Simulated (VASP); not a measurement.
# P in VASP: a series of runs

Runs on P. Level: PBE. Tasks: single point.

Program: VASP 6.6.1. These are calculated values, not measurements. Logs are shortened: lines on timing, memory, paths and dates and some standing lists are left out, and cuts for length are marked.

## (1) The cell of the first run

The cell holds a sheet with vacuum, 3 atoms: a = 4.562 Å, b = 4.562 Å, c = 23.800 Å, α = 90.00°, β = 90.00°, γ = 120.00°.

The cell was built from a structure type or drawn by symmetry, and may not be a known phase.

## (2) Single point, PBE

The input, INCAR:

```
  PREC = Accurate
  ENCUT = 520
  EDIFF = 1E-6
  ISMEAR = 0
  SIGMA = 0.1
  LREAL = False
  LASPH = True
  NELM = 100
  ALGO = Normal
  ISIF = 2
  LWAVE = False
  LCHARG = True
  LDIPOL = True
  IDIPOL = 3
  DIPOL = 0.5 0.5 0.294
  GGA = PE
  LELF = True
  LVHAR = True
  LVACPOTAV = True
  NBANDS = 14
```

The input, KPOINTS:

```
Automatic mesh
0
Gamma
  12 12 1
```

The input, POSCAR:

```
P
1.0
    4.5621981299      0.0000002436      0.0000000000
   -2.2810992759      3.9509793558      0.0000000000
    0.0000000000      0.0000000000     23.8000000000
P
3
Direct
    0.4999996452      0.5000003548      0.2941176471
    0.4999996452      0.9999992904      0.2941176471
    0.0000007096      0.5000003548      0.2941176471
```

Potentials or basis: VASP PAW PBE potentials, release 64 (P).

On the command line:

```bash
cat potpaw_PBE.64/P/POTCAR > POTCAR
mpirun -np 1 vasp_std > vasp.out
```

OUTCAR:

```text
PREC = Accurate
   ENCUT = 520
   EDIFF = 1E-6
   ISMEAR = 0
   LREAL = False
   LASPH = True
   NELM = 100
   ISIF = 2
   GGA = PE

 ion  position               nearest neighbor table
   1  0.500  0.500  0.294-   3 2.28   2 2.28   3 2.28   2 2.28
   2  0.500  1.000  0.294-   1 2.28   3 2.28   1 2.28   3 2.28
   3  0.000  0.500  0.294-   1 2.28   2 2.28   1 2.28   2 2.28

  LATTYP: Found a hexagonal cell.
 ALAT       =     4.5621981299
 C/A-ratio  =     5.2167835158

  Lattice vectors:

 A1 = (   4.5621981299,   0.0000002436,   0.0000000000)
 A2 = (  -2.2810992759,   3.9509793558,   0.0000000000)
 A3 = (   0.0000000000,   0.0000000000,  23.8000000000)

Analysis of symmetry for initial positions (statically):
=====================================================================
 Subroutine PRICEL returns:
 Original cell was already a primitive cell.

 Routine SETGRP: Setting up the symmetry group for a
 hexagonal supercell.

 Subroutine GETGRP returns: Found 24 space group operations
 (whereof 12 operations were pure point group operations)
 out of a pool of 24 trial point group operations.

The static configuration has the point symmetry C_6v.
 The point group associated with its full space group is D_6h.

Analysis of symmetry for dynamics (positions and initial velocities):
=====================================================================
 Subroutine PRICEL returns:
 Original cell was already a primitive cell.

 Routine SETGRP: Setting up the symmetry group for a
 hexagonal supercell.

 Subroutine GETGRP returns: Found 24 space group operations
 (whereof 12 operations were pure point group operations)
 out of a pool of 24 trial point group operations.

The dynamic configuration has the point symmetry C_6v.
 The point group associated with its full space group is D_6h.

 Subroutine INISYM returns: Found 24 space group operations
 (whereof 12 operations are pure point group operations),
 and found     1 'primitive' translations

----------------------------------------------------------------------------------------

                                     Primitive cell

  volume of cell :     428.9986

  direct lattice vectors                    reciprocal lattice vectors
     4.562198130  0.000000244  0.000000000     0.219192578  0.126550909  0.000000000
    -2.281099276  3.950979356  0.000000000    -0.000000014  0.253101796  0.000000000
     0.000000000  0.000000000 23.800000000     0.000000000  0.000000000  0.042016807

  length of vectors
     4.562198130  4.562198130 23.800000000     0.253101796  0.253101796  0.042016807

  position of ions in fractional coordinates (direct lattice)
     0.499999645  0.500000355  0.294117647
     0.499999645  0.999999290  0.294117647
     0.000000710  0.500000355  0.294117647

  ion indices of the primitive-cell ions
   primitive index   ion index
                 1           1
                 2           2
                 3           3

----------------------------------------------------------------------------------------

 KPOINTS: Automatic mesh

Automatic generation of k-mesh.
 Grid dimensions read from file:
 generate k-points for:   12   12    1

 Generating k-lattice:

  Cartesian coordinates                     Fractional coordinates (reciprocal lattice)
     0.018266048  0.010545909  0.000000000     0.083333333  0.000000000  0.000000000
    -0.000000001  0.021091816  0.000000000     0.000000000  0.083333333  0.000000000
     0.000000000  0.000000000  0.042016807     0.000000000  0.000000000  1.000000000

  Length of vectors
     0.021091816  0.021091816  0.042016807

  Shift w.r.t. Gamma in fractional coordinates (k-lattice)
     0.000000000  0.000000000  0.000000000

 Subroutine IBZKPT returns following result:
 ===========================================

 Found     19 irreducible k-points:

 Following reciprocal coordinates:
            Coordinates               Weight
  0.000000  0.000000  0.000000      1.000000
  0.083333  0.000000  0.000000      6.000000
  0.166667  0.000000  0.000000      6.000000
  0.250000  0.000000  0.000000      6.000000
  0.333333  0.000000  0.000000      6.000000
  0.416667  0.000000  0.000000      6.000000
[... 11 lines left out ...]
  0.333333  0.250000  0.000000     12.000000
  0.333333  0.333333  0.000000      2.000000
   k-points           NKPTS =     19   k-points in BZ     NKDIM =     19   number of bands    NBANDS=     14
   number of dos      NEDOS =    301   number of ions     NIONS =      3
   total plane-waves  NPLWV = 233280
   dimension x,y,z NGX =    36 NGY =   36 NGZ =  180
   dimension x,y,z NGXF=    72 NGYF=   72 NGZF=  360
   ions per type =               3
   NGX,Y,Z   is equivalent  to a cutoff of  13.12, 13.12, 12.57 a.u.
   NGXF,Y,Z  is equivalent  to a cutoff of  26.24, 26.24, 25.15 a.u.
 SYSTEM =  unknown system
   PREC   = accura    normal or accurate (medium, high low for compatibility)
   ISTART =      0    job   : 0-new  1-cont  2-samecut
   ICHARG =      2    charge: 1-file 2-atom 10-const
   ISPIN  =      1    spin polarized calculation?
   LNONCOLLINEAR =      F non collinear calculations
   LSORBIT =      F    spin-orbit coupling
   LASPH  =      T    aspherical Exc in radial PAW
   ENCUT  =  520.0 eV  38.22 Ry    6.18 a.u.   8.48  8.48 44.25*2*pi/ulx,y,z
   NELM   =    100;   NELMIN=  2; NELMDL= -5     # of ELM steps
   EDIFF  = 0.1E-05   stopping-criterion for ELM
   LREAL  =      F    real-space projection
   EDIFFG = 0.1E-04   stopping-criterion for IOM
   NSW    =      0    number of steps for IOM
   IBRION =     -1    ionic relax: 0-MD 1-quasi-New 2-CG
   NFREE  =      0    steps in history (QN), initial steepest desc. (CG)
   ISIF   =      2    stress and relaxation
   ISYM   =      2    0-nonsym 1-usesym 2-fastsym
   POTIM  = 0.5000    time-step for ionic-motion
   TEBEG  =    0.0;   TEEND  =   0.0 temperature during run
   PSTRESS=    0.0 pullay stress
   NELECT =      15.0000    total number of electrons
   NUPDOWN=      -1.0000    fix difference up-down
   EMIN   =  10.00;   EMAX   =-10.00  energy-range for DOS
   EFERMI =   0.00;   METHOD = LEGACY
   ISMEAR =     0;   SIGMA  =   0.10  broadening in eV -4-tet -1-fermi 0-gaus
   EFERMI_NEDOS =   21; number of points for ismear=-14 and -15
   IALGO  =     38    algorithm
   IMIX   =      4    mixing-type and parameters
     AMIX     =   0.40;   BMIX     =  1.00
     AMIX_MAG =   1.60;   BMIX_MAG =  1.00
  volume/ion in A,a.u.               =     143.00       965.01
  Fermi-wavevector in a.u.,A,eV,Ry     =   0.535328  1.011623  3.899104  0.286576
  Thomas-Fermi vector in A             =   1.560141
   LORBIT       =      0    0 simple, 1 ext, 2 COOP (PROOUT), +10 PAW based schemes
   GGA     = PE    functional components
   LHFCALC =     F    Hartree Fock is set to
   AEXX    =    0.0000 exact exchange contribution
   IVDW    =     0    specifies the selected vdW correction
   LEPSILON=     F    determine dielectric tensor
   LRPA    =     F    only Hartree local field effects (RPA)
 non-spin polarized calculation
 Gauss-broadening in eV      SIGMA  =   0.10
  energy-cutoff  :      520.00
  volume of cell :      429.00
 maximum number of plane-waves:     11629
 NGX is ok and might be reduce to    36
   NGX = 17   NGY = 17   NGZ = 89

 dipolmoment           0.000000      0.000000     -0.000001 electrons x Angstroem

 number of electron      15.0000000 magnetization

 dipolmoment           0.000000      0.000000      0.000003 electrons x Angstroem

 Free energy of the ion-electron system (eV)
  ---------------------------------------------------
  ext. energy  EPLUGINS =         0.00000000
  ---------------------------------------------------
  free energy    TOTEN  =       -14.19635324 eV

  energy without entropy =      -14.19206361  energy(sigma->0) =      -14.19420842

 E-fermi :  -3.0295     XC(G=0):  -1.7785

 val. band max:       -3.0978013636   @ k =   0.1667   0.0833   0.0000
 cond. band min:      -2.9211900000   @ k =   0.5000   0.0000   0.0000
 fundamental gap:      0.1766113635
 Fermi energy:        -3.0295107491

 k-point     1 :       0.0000    0.0000    0.0000
  band No.  band energies     occupation
      1     -18.1172      2.00000
      2     -11.3966      2.00000
      3      -9.9096      2.00000
      4      -9.9096      2.00000
      5      -7.8149      2.00000
      6      -7.4300      2.00000
      7      -7.4300      2.00000
      8      -1.5284      0.00000
      9      -1.5284      0.00000
     10      -0.7567      0.00000
     11       0.3598      0.00000
     12       1.1987      0.00000
     13       1.5018      0.00000
     14       1.5407      0.00000

 k-point     2 :       0.0833    0.0000    0.0000
  band No.  band energies     occupation
      1     -18.0647      2.00000
      2     -11.8815      2.00000
      3     -10.0407      2.00000
      4      -9.5304      2.00000
      5      -7.7626      2.00000
      6      -7.3133      2.00000
      7      -7.1895      2.00000
      8      -1.8672      0.00000
      9      -1.5715      0.00000
     10      -0.6076      0.00000
     11       0.4755      0.00000
     12       1.2606      0.00000
     13       1.5689      0.00000
     14       1.8917      0.00000

 k-point     3 :       0.1667    0.0000    0.0000
  band No.  band energies     occupation
      1     -17.9087      2.00000
      2     -12.7306      2.00000
      3     -10.3250      2.00000
      4      -9.1003      2.00000
      5      -7.6074      2.00000
      6      -6.8381      2.00000
      7      -6.5786      2.00000
      8      -2.5946      0.00000
      9      -1.6828      0.00000
     10      -0.2332      0.00000
     11       0.8568      0.00000
     12       1.4433      0.00000
     13       1.7705      0.00000
     14       2.3564      0.00000

 k-point     4 :       0.2500    0.0000    0.0000
  band No.  band energies     occupation
      1     -17.6556      2.00000
      2     -13.5937      2.00000
      3     -10.6187      2.00000
      4      -8.9776      2.00000
      5      -7.3546      2.00000
      6      -5.9441      2.00000
      7      -5.7469      2.00000
      8      -3.4050      2.00000
      9      -1.8218      0.00000
     10       0.2027      0.00000
     11       1.4979      0.00000
     12       1.7294      0.00000
     13       2.1058      0.00000
     14       2.1102      0.00000

 k-point     5 :       0.3333    0.0000    0.0000
  band No.  band energies     occupation
      1     -17.3217      2.00000
      2     -14.3841      2.00000
      3     -10.8531      2.00000
      4      -9.0105      2.00000
      5      -7.0193      2.00000
      6      -4.8174      2.00000
      7      -4.7784      2.00000
      8      -4.1740      2.00000
      9      -1.9489      0.00000
     10       0.4550      0.00000
     11       0.6691      0.00000
[... 191 lines left out ...]
 k-point    17 :       0.2500    0.2500    0.0000
  band No.  band energies     occupation
      1     -16.8122      2.00000
      2     -15.1519      2.00000
      3     -11.7428      2.00000
      4      -7.3266      2.00000
      5      -6.5102      2.00000
      6      -5.9070      2.00000
      7      -4.8824      2.00000
      8      -2.5004      0.00000
      9      -1.9924      0.00000
     10      -1.9289      0.00000
     11       1.3696      0.00000
     12       2.5137      0.00000
     13       2.8206      0.00000
     14       2.8747      0.00000

 k-point    18 :       0.3333    0.2500    0.0000
  band No.  band energies     occupation
      1     -16.4410      2.00000
      2     -15.6194      2.00000
      3     -11.9263      2.00000
      4      -7.0061      2.00000
      5      -6.1366      2.00000
      6      -5.5446      2.00000
      7      -5.3406      2.00000
      8      -2.8729      0.02677
      9      -2.6405      0.00000
     10      -0.6634      0.00000
     11       1.0470      0.00000
     12       1.9678      0.00000
     13       3.0109      0.00000
     14       3.3940      0.00000

 k-point    19 :       0.3333    0.3333    0.0000
  band No.  band energies     occupation
      1     -16.0405      2.00000
      2     -16.0403      2.00000
      3     -12.0416      2.00000
      4      -6.1455      2.00000
      5      -6.1454      2.00000
      6      -5.7437      2.00000
      7      -5.7436      2.00000
      8      -3.2740      1.99946
      9      -2.7348      0.00003
     10       0.3605      0.00000
     11       1.2030      0.00000
     12       1.2030      0.00000
     13       3.2737      0.00000
     14       3.2738      0.00000

------------------------ aborting loop because EDIFF is reached ----------------------------------------

  FORCE on cell =-STRESS in cart. coord.  units (eV):
  Direction    XX          YY          ZZ          XY          YZ          ZX
  --------------------------------------------------------------------------------------
  -------------------------------------------------------------------------------------
  Total       -0.1198176     -0.1198176     -0.0118737     -0.0000000      0.0000000     -0.0000000
  in kB       -0.4474818     -0.4474818     -0.0443445     -0.0000000      0.0000000     -0.0000000
  external PRESSURE =      -0.3131027 kB  Pullay stress =       0.0000000 kB

 VOLUME and BASIS-vectors are now :
 -----------------------------------------------------------------------------
  energy-cutoff  :      520.00
  volume of cell :      429.00
      direct lattice vectors                 reciprocal lattice vectors
     4.562198130  0.000000244  0.000000000     0.219192578  0.126550909  0.000000000
    -2.281099276  3.950979356  0.000000000    -0.000000014  0.253101796  0.000000000
     0.000000000  0.000000000 23.800000000     0.000000000  0.000000000  0.042016807

 POSITION                                       TOTAL-FORCE (eV/Angst)
 -----------------------------------------------------------------------------------
      1.14055      1.97549      7.00000        -0.000000      0.000000     -0.000000
     -0.00000      3.95098      7.00000        -0.000000     -0.000000     -0.000000
     -1.14055      1.97549      7.00000         0.000000     -0.000000      0.000000
 -----------------------------------------------------------------------------------
    total drift:                                0.000021     -0.000012      0.000202

  FREE ENERGIE OF THE ION-ELECTRON SYSTEM (eV)
  ---------------------------------------------------
  free  energy   TOTEN  =       -14.1963532420 eV

  energy  without entropy=      -14.1920636056  energy(sigma->0) =      -14.19420842

 vacuum level on the upper side and lower side of the slab         1.433         1.433
```

It took 5.5 min on 1 thread of Intel Xeon 8259CL, shared host; peak memory 0.55 GiB.

Results:

```
Free energy            : -14.1964 eV
Band gap on the k mesh : zero (an odd number of electrons rules out a gap without spin polarisation)
```

(Continued in part 2 of 2.)
